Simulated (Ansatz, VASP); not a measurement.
**WSe2 in VASP and in Ansatz**

```
W Se
1.0
     3.29721    0.00000    0.00000
    -1.64861    2.85547    0.00000
     0.00000    0.00000    7.48817
W Se
1 2
Direct
  0.00000 0.00000 0.00000
  0.33333 0.66667 0.22278
  0.33333 0.66667 0.77722
```

Change from the starting cell: uniaxial_z strain +4.2%.

Alike in both runs: task single point; functional r2SCAN; k mesh 12 × 12 × 4; no spin polarisation.

|  | VASP | Ansatz |
| --- | --- | --- |
| version | VASP 6.6.1 | Ansatz 0.2.0 |
| potentials or method | VASP PAW PBE potentials, release 64 (W_sv, Se) | plane waves, PAW |
| plane-wave cutoff (eV) | 520 | 500 |
| occupations | gaussian, width 0.01 eV | fixed |
| valence electrons in the cell | 26 | 46 |

Ansatz gave:

- gap on the k mesh at the Fermi level (eV): 1.61
- pressure (GPa): 0.7
- traceless stress, the component that is largest in VASP (GPa): -0.69
- rms of the force components (eV/Å): 0.008

**Question.** Which values does VASP return?

**Answer.** gap on the k mesh at the Fermi level (eV): 1.61; pressure (GPa): 1.0; traceless stress, the component that is largest in VASP (GPa): -0.65; rms of the force components (eV/Å): 0.013.

VASP's potentials were made for PBE, not for r2SCAN. Atom by atom the forces differ by 0.021 eV/Å (rms over components). VASP's potentials hold 26 valence electrons a cell and Ansatz's 46, so a difference there can come from the potentials and not from the codes.

Neither program's run includes spin-orbit coupling.
